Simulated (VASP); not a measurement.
## F: single point with PBEsol

Crystal: F.

```
F
1.0
     2.06801    0.00000    0.00000
    -1.03401    1.79095    0.00000
     0.00000    0.00000    1.58087
F
1
Cartesian
  0.0000 0.0000 0.0000
```

```json
{
 "Program": "VASP 6.6.1",
 "Task": "single point",
 "Functional": "PBEsol",
 "Potentials or basis": "VASP PAW PBE potentials, release 64 (F)",
 "Cutoff": "600 eV",
 "k mesh": "20 × 20 × 19",
 "Occupations": "fermi-dirac, width 0.08 eV",
 "Spin": "no spin polarisation",
 "Dipole correction": "no",
 "Further INCAR settings": "ALGO = Normal; EDIFF = 1e-06; NBANDS = 10"
}
```

| Item | Value |
| --- | --- |
| Pressure | 129.3 GPa |
| Band gap on the k mesh | zero (an odd number of electrons rules out a gap without spin polarisation) |

Stress tensor (GPa, compression positive):
```
129.05   0.00   0.00
  0.00 129.05   0.00
  0.00   0.00 129.78
```

Levels at points of the mesh, in eV from the Fermi level:
```csv
k point,band 1,band 2,band 3,band 4,band 5,band 6
"(0.00, 0.00, 0.00)",-28.57,-1.54,-1.54,3.86,16.82,35.92
"(0.50, 0.00, 0.00)",-25.30,-9.94,-3.17,4.36,20.05,26.33
```

It took 19 s on 1 thread of AMD EPYC 7R13 Processor (Zen 3), on a shared host, peak memory 0.1 GiB.

Caveat: the cell stands under pressure; the PAW data sets were made with another functional, which shifts forces and pressure a little; an odd number of electrons without spin polarisation forces a metal; a magnetic or distorted state may lie lower.
